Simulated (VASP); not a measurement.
# Ti2WN3 (P-3m1) in VASP: single point with PBE

Aim: the single point of Ti2WN3 with PBE.

Program: VASP 6.6.1. These are calculated values, not measurements. Logs are shortened: lines on timing, memory, paths and dates and some standing lists are left out, and cuts for length are marked.

**1. The cell of the first run**

The structure is trigonal, space group P-3m1 (No. 164). Conventional cell: a = 2.974 Å, b = 2.974 Å, c = 7.661 Å, α = 90.00°, β = 90.00°, γ = 120.00°. Ti (site symmetry 3m) has 6 N at 2.09 to 2.15 Å within 2.8 Å. W (site symmetry -3m) has 6 N at 2.18 Å and 6 W at 2.97 Å within 3.0 Å. Within 2.8 Å of N (site symmetry 3m) lie 3 Ti at 2.15 Å and 3 W at 2.18 Å. Within 2.8 Å of N (site symmetry -3m) lie 6 Ti at 2.09 Å.

**2. Single point, PBE**

The input, INCAR:

```
SYSTEM = Ti2WN3
PREC = Accurate
ENCUT = 520
EDIFF = 1E-6
ISMEAR = 0
SIGMA = 0.1
LREAL = .FALSE.
LASPH = .TRUE.
NELM = 100
ALGO = Normal
ISIF = 2
LWAVE = .FALSE.
LCHARG = .FALSE.
GGA = PE
NBANDS = 36
```

The input, KPOINTS:

```
regular mesh
0
G
  12 12 6
  0 0 0
```

The input, POSCAR:

```
Ti2WN3
1.0
    2.9741191325      0.0000000000      0.0000000000
   -1.4870595663      2.5756627226      0.0000000000
    0.0000000000      0.0000000000      7.6611551711
Ti W N
2 1 3
Direct
    0.3333333333      0.6666666667      0.6561115132
    0.6666666667      0.3333333333      0.3438884868
    0.0000000000      0.0000000000      0.0000000000
    0.6666666667      0.3333333333      0.8241894479
    0.3333333333      0.6666666667      0.1758105521
    0.0000000000      0.0000000000      0.5000000000
```

Potentials or basis: VASP PAW PBE potentials, release 64 (Ti_sv, W_sv, N).

Run with:

```console
> cat potpaw_PBE.64/Ti_sv/POTCAR potpaw_PBE.64/W_sv/POTCAR potpaw_PBE.64/N/POTCAR > POTCAR
> mpirun -np 1 vasp_std > vasp.out
```

OUTCAR:

```text
SYSTEM = Ti2WN3
   PREC = Accurate
   ENCUT = 520
   EDIFF = 1E-6
   ISMEAR = 0
   LREAL = .FALSE.
   LASPH = .TRUE.
   NELM = 100
   ISIF = 2
   GGA = PE

 ion  position               nearest neighbor table
   1  0.333  0.667  0.656-   6 2.09   6 2.09   6 2.09   4 2.15   4 2.15   4 2.15   3 3.14   3 3.14
                             3 3.14
   2  0.667  0.333  0.344-   6 2.09   6 2.09   6 2.09   5 2.15   5 2.15   5 2.15   3 3.14   3 3.14
                             3 3.14
   3  0.000  0.000  0.000-   4 2.18   5 2.18   4 2.18   5 2.18   4 2.18   5 2.18   1 3.14   2 3.14
                             1 3.14   2 3.14   2 3.14   1 3.14
   4  0.667  0.333  0.824-   1 2.15   1 2.15   1 2.15   3 2.18   3 2.18   3 2.18
   5  0.333  0.667  0.176-   2 2.15   2 2.15   2 2.15   3 2.18   3 2.18   3 2.18
   6  0.000  0.000  0.500-   1 2.09   2 2.09   2 2.09   1 2.09   2 2.09   1 2.09

  LATTYP: Found a hexagonal cell.
 ALAT       =     2.9741191325
 C/A-ratio  =     2.5759409189

  Lattice vectors:

 A1 = (   2.9741191325,   0.0000000000,   0.0000000000)
 A2 = (  -1.4870595663,   2.5756627226,   0.0000000000)
 A3 = (   0.0000000000,   0.0000000000,   7.6611551711)

Analysis of symmetry for initial positions (statically):
=====================================================================
 Subroutine PRICEL returns:
 Original cell was already a primitive cell.

 Routine SETGRP: Setting up the symmetry group for a
 hexagonal supercell.

 Subroutine GETGRP returns: Found 12 space group operations
 (whereof 12 operations were pure point group operations)
 out of a pool of 24 trial point group operations.

The static configuration has the point symmetry D_3d.

Analysis of symmetry for dynamics (positions and initial velocities):
=====================================================================
 Subroutine PRICEL returns:
 Original cell was already a primitive cell.

 Routine SETGRP: Setting up the symmetry group for a
 hexagonal supercell.

 Subroutine GETGRP returns: Found 12 space group operations
 (whereof 12 operations were pure point group operations)
 out of a pool of 24 trial point group operations.

The dynamic configuration has the point symmetry D_3d.

 Subroutine INISYM returns: Found 12 space group operations
 (whereof 12 operations are pure point group operations),
 and found     1 'primitive' translations

----------------------------------------------------------------------------------------

                                     Primitive cell

  volume of cell :      58.6870

  direct lattice vectors                    reciprocal lattice vectors
     2.974119132  0.000000000  0.000000000     0.336234009  0.194124796  0.000000000
    -1.487059566  2.575662723  0.000000000     0.000000000  0.388249592  0.000000000
     0.000000000  0.000000000  7.661155171     0.000000000  0.000000000  0.130528618

  length of vectors
     2.974119132  2.974119133  7.661155171     0.388249592  0.388249592  0.130528618

  position of ions in fractional coordinates (direct lattice)
     0.333333333  0.666666667  0.656111513
     0.666666667  0.333333333  0.343888487
     0.000000000  0.000000000  0.000000000
     0.666666667  0.333333333  0.824189448
     0.333333333  0.666666667  0.175810552
     0.000000000  0.000000000  0.500000000

  ion indices of the primitive-cell ions
   primitive index   ion index
                 1           1
                 2           2
                 3           3
                 4           4
                 5           5
                 6           6

----------------------------------------------------------------------------------------

 KPOINTS: regular mesh

Automatic generation of k-mesh.
 Grid dimensions read from file:
 generate k-points for:   12   12    6

 Generating k-lattice:

  Cartesian coordinates                     Fractional coordinates (reciprocal lattice)
     0.028019501  0.016177066  0.000000000     0.083333333  0.000000000  0.000000000
     0.000000000  0.032354133  0.000000000     0.000000000  0.083333333  0.000000000
     0.000000000  0.000000000  0.021754770     0.000000000  0.000000000  0.166666667

  Length of vectors
     0.032354133  0.032354133  0.021754770

  Shift w.r.t. Gamma in fractional coordinates (k-lattice)
     0.000000000  0.000000000  0.000000000

 Subroutine IBZKPT returns following result:
 ===========================================

 Found    100 irreducible k-points:

 Following reciprocal coordinates:
            Coordinates               Weight
  0.000000  0.000000  0.000000      1.000000
  0.083333  0.000000  0.000000      6.000000
  0.166667 -0.000000  0.000000      6.000000
  0.250000 -0.000000  0.000000      6.000000
  0.333333 -0.000000  0.000000      6.000000
  0.416667  0.000000  0.000000      6.000000
[... 16 lines left out ...]
  0.166667 -0.000000  0.166667      6.000000
  0.000000  0.166667  0.166667      6.000000
 [... further k-points ...]
   k-points           NKPTS =    100   k-points in BZ     NKDIM =    100   number of bands    NBANDS=     36
   number of dos      NEDOS =    301   number of ions     NIONS =      6
   total plane-waves  NPLWV =  34560
   dimension x,y,z NGX =    24 NGY =   24 NGZ =   60
   dimension x,y,z NGXF=    48 NGYF=   48 NGZF=  120
   ions per type =               2   1   3
   NGX,Y,Z   is equivalent  to a cutoff of  13.42, 13.42, 13.02 a.u.
   NGXF,Y,Z  is equivalent  to a cutoff of  26.83, 26.83, 26.04 a.u.
 SYSTEM =  Ti2WN3
   PREC   = accura    normal or accurate (medium, high low for compatibility)
   ISTART =      0    job   : 0-new  1-cont  2-samecut
   ICHARG =      2    charge: 1-file 2-atom 10-const
   ISPIN  =      1    spin polarized calculation?
   LNONCOLLINEAR =      F non collinear calculations
   LSORBIT =      F    spin-orbit coupling
   LASPH  =      T    aspherical Exc in radial PAW
   ENCUT  =  520.0 eV  38.22 Ry    6.18 a.u.   5.53  5.53 14.24*2*pi/ulx,y,z
   NELM   =    100;   NELMIN=  2; NELMDL= -5     # of ELM steps
   EDIFF  = 0.1E-05   stopping-criterion for ELM
   LREAL  =      F    real-space projection
   EDIFFG = 0.1E-04   stopping-criterion for IOM
   NSW    =      0    number of steps for IOM
   IBRION =     -1    ionic relax: 0-MD 1-quasi-New 2-CG
   NFREE  =      0    steps in history (QN), initial steepest desc. (CG)
   ISIF   =      2    stress and relaxation
   ISYM   =      2    0-nonsym 1-usesym 2-fastsym
   POTIM  = 0.5000    time-step for ionic-motion
   TEBEG  =    0.0;   TEEND  =   0.0 temperature during run
   PSTRESS=    0.0 pullay stress
   NELECT =      53.0000    total number of electrons
   NUPDOWN=      -1.0000    fix difference up-down
   EMIN   =  10.00;   EMAX   =-10.00  energy-range for DOS
   EFERMI =   0.00;   METHOD = LEGACY
   ISMEAR =     0;   SIGMA  =   0.10  broadening in eV -4-tet -1-fermi 0-gaus
   EFERMI_NEDOS =   21; number of points for ismear=-14 and -15
   IALGO  =     38    algorithm
   IMIX   =      4    mixing-type and parameters
     AMIX     =   0.40;   BMIX     =  1.00
     AMIX_MAG =   1.60;   BMIX_MAG =  1.00
  volume/ion in A,a.u.               =       9.78        66.01
  Fermi-wavevector in a.u.,A,eV,Ry     =   1.582412  2.990325 34.069368  2.504028
  Thomas-Fermi vector in A             =   2.682339
   LORBIT       =      0    0 simple, 1 ext, 2 COOP (PROOUT), +10 PAW based schemes
   GGA     = PE    functional components
   LHFCALC =     F    Hartree Fock is set to
   AEXX    =    0.0000 exact exchange contribution
   IVDW    =     0    specifies the selected vdW correction
   LEPSILON=     F    determine dielectric tensor
   LRPA    =     F    only Hartree local field effects (RPA)
 non-spin polarized calculation
 Gauss-broadening in eV      SIGMA  =   0.10
  energy-cutoff  :      520.00
  volume of cell :       58.69
 maximum number of plane-waves:      1613
 NGX is ok and might be reduce to    24
   NGX = 11   NGY = 11   NGZ = 29

 number of electron      53.0000011 magnetization

 Free energy of the ion-electron system (eV)
  ---------------------------------------------------
  ext. energy  EPLUGINS =         0.00000000
  ---------------------------------------------------
  free energy    TOTEN  =       -60.36940811 eV

  energy without entropy =      -60.35412461  energy(sigma->0) =      -60.36176636

 E-fermi :  12.0096     XC(G=0): -13.3244

 val. band max:       12.0076193882   @ k =   0.3333   0.2500   0.0000
 cond. band min:      12.0137588077   @ k =   0.0000   0.0833   0.3333
 fundamental gap:      0.0061394194
 Fermi energy:        12.0096149787

 k-point     1 :       0.0000    0.0000    0.0000
  band No.  band energies     occupation
      1     -63.4825      2.00000
      2     -45.9232      2.00000
      3     -45.8623      2.00000
      4     -27.8045      2.00000
      5     -27.4179      2.00000
      6     -27.4179      2.00000
[... 28 lines left out ...]
     35      13.0979      0.00000
     36      15.7038      0.00000

 k-point     2 :       0.0833    0.0000    0.0000
  band No.  band energies     occupation
      1     -63.4797      2.00000
      2     -45.9176      2.00000
      3     -45.8586      2.00000
      4     -27.7960      2.00000
      5     -27.4637      2.00000
      6     -27.4281      2.00000
[... 28 lines left out ...]
     35      13.4633      0.00000
     36      15.5731      0.00000

 k-point     3 :       0.1667   -0.0000    0.0000
  band No.  band energies     occupation
      1     -63.4719      2.00000
      2     -45.9020      2.00000
      3     -45.8484      2.00000
      4     -27.7728      2.00000
      5     -27.5872      2.00000
      6     -27.4560      2.00000
[... 28 lines left out ...]
     35      14.2929      0.00000
     36      14.8342      0.00000
[... 742 lines left out ...]
 k-point    23 :       0.1667   -0.0000    0.1667
  band No.  band energies     occupation
      1     -63.4719      2.00000
      2     -45.9020      2.00000
      3     -45.8484      2.00000
      4     -27.7728      2.00000
      5     -27.5872      2.00000
      6     -27.4560      2.00000
[... 28 lines left out ...]
     35      14.2172      0.00000
     36      14.5045      0.00000

 k-point    24 :       0.0000    0.1667    0.1667
  band No.  band energies     occupation
      1     -63.4719      2.00000
      2     -45.9020      2.00000
      3     -45.8484      2.00000
      4     -27.7728      2.00000
      5     -27.5873      2.00000
      6     -27.4560      2.00000
[... 28 lines left out ...]
     35      14.1707      0.00000
     36      14.4023      0.00000

 [... further k-points ...]
[... 5 lines left out ...]
  --------------------------------------------------------------------------------------
  -------------------------------------------------------------------------------------
  Total        0.2953059      0.2953059      0.2481188     -0.0000000      0.0000000      0.0000000
  in kB        8.0619693      8.0619693      6.7737432     -0.0000000      0.0000000      0.0000000
  external PRESSURE =       7.6325606 kB  Pullay stress =       0.0000000 kB

 VOLUME and BASIS-vectors are now :
 -----------------------------------------------------------------------------
  energy-cutoff  :      520.00
  volume of cell :       58.69
      direct lattice vectors                 reciprocal lattice vectors
     2.974119132  0.000000000  0.000000000     0.336234009  0.194124796  0.000000000
    -1.487059566  2.575662723  0.000000000     0.000000000  0.388249592  0.000000000
     0.000000000  0.000000000  7.661155171     0.000000000  0.000000000  0.130528618

 POSITION                                       TOTAL-FORCE (eV/Angst)
 -----------------------------------------------------------------------------------
     -0.00000      1.71711      5.02657        -0.000000      0.000000      0.005164
      1.48706      0.85855      2.63458         0.000000     -0.000000     -0.005164
      0.00000      0.00000      0.00000        -0.000000      0.000000     -0.000000
      1.48706      0.85855      6.31424         0.000000      0.000000     -0.036182
     -0.00000      1.71711      1.34691         0.000000     -0.000000      0.036182
      0.00000      0.00000      3.83058        -0.000000      0.000000     -0.000000
 -----------------------------------------------------------------------------------
    total drift:                                0.000000     -0.000000      0.000000

  FREE ENERGIE OF THE ION-ELECTRON SYSTEM (eV)
  ---------------------------------------------------
  free  energy   TOTEN  =       -60.3694081091 eV

  energy  without entropy=      -60.3541246068  energy(sigma->0) =      -60.36176636
```

Run time: 2.1 min. Hardware: 1 thread of Intel Xeon Platinum 8488C (Sapphire Rapids), shared host; peak memory 0.31 GiB.

What came out:

| Item | Value |
| --- | --- |
| Free energy | -60.3694 eV |
| Pressure | 0.8 GPa |
| Largest force | 0.036 eV/Å |
| Band gap on the k mesh | zero (an odd number of electrons rules out a gap without spin polarisation) |

Forces on the atoms (eV/Å):
```
Ti   0.000  0.000  0.005
Ti   0.000  0.000 -0.005
W    0.000  0.000  0.000
N    0.000  0.000 -0.036
N    0.000  0.000  0.036
N    0.000  0.000  0.000
```

Levels at points of the mesh, in eV from the Fermi level:
```tsv
k point	band 23	band 24	band 25	band 26	band 27	band 28	band 29	band 30
(0.00, 0.00, 0.00)	-2.56	-2.56	-1.90	-1.38	-1.38	0.18	0.18	0.28
(0.50, 0.00, 0.00)	-4.21	-3.95	-3.61	-0.85	0.41	1.38	1.78	1.99
(0.00, 0.00, 0.50)	-3.78	-3.78	-1.04	-1.04	-0.96	-0.24	-0.23	-0.23
(0.50, 0.00, 0.50)	-4.56	-4.32	-2.80	-2.01	1.21	1.71	2.13	2.18
```

Caveat: spin-orbit coupling is left out, which moves the levels of the heavy elements.
